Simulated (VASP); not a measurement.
Here is a VASP 6.6.1 calculation.

The input INCAR:

```
SYSTEM = Tl2B
  PREC = Accurate
  ENCUT = 520
  EDIFF = 1E-6
  ISMEAR = 0
  SIGMA = 0.1
  LREAL = .False.
  LASPH = .True.
  NELM = 100
  ALGO = Normal
  ISIF = 2
  LWAVE = .False.
  LCHARG = .False.
  GGA = PE
  NBANDS = 22
```

The input KPOINTS:

```
Automatic mesh
0
Gamma
  6 6 6
  0 0 0
```

File POSCAR:

```
Tl2B
1.0
    1.6511154870      0.9532719709      6.3928692469
   -1.6511154870      0.9532719709      6.3928692469
    0.0000000000     -1.9065439417      6.3928692469
Tl B
2 1
Direct
    0.7484000000      0.7484000000      0.7484000000
    0.5849000000      0.5849000000      0.5849000000
    0.0000000000      0.0000000000      0.0000000000
```

Potentials or basis: VASP PAW PBE potentials, release 64 (Tl_d, B).

The run is started by

```sh
$ cat potpaw_PBE.64/Tl_d/POTCAR potpaw_PBE.64/B/POTCAR > POTCAR
$ mpirun -np 1 vasp_std > vasp.out
```

(1) Predict the pressure.

(2) What does it give for the largest force?

## Answers

(1) 12.9 GPa.

(2) 1.638 eV/Å.

Caveat: the k points lie up to 0.37 Å⁻¹ apart; forces of over 1 eV/Å act on the atoms, so gaps and moduli don't describe the material at rest.
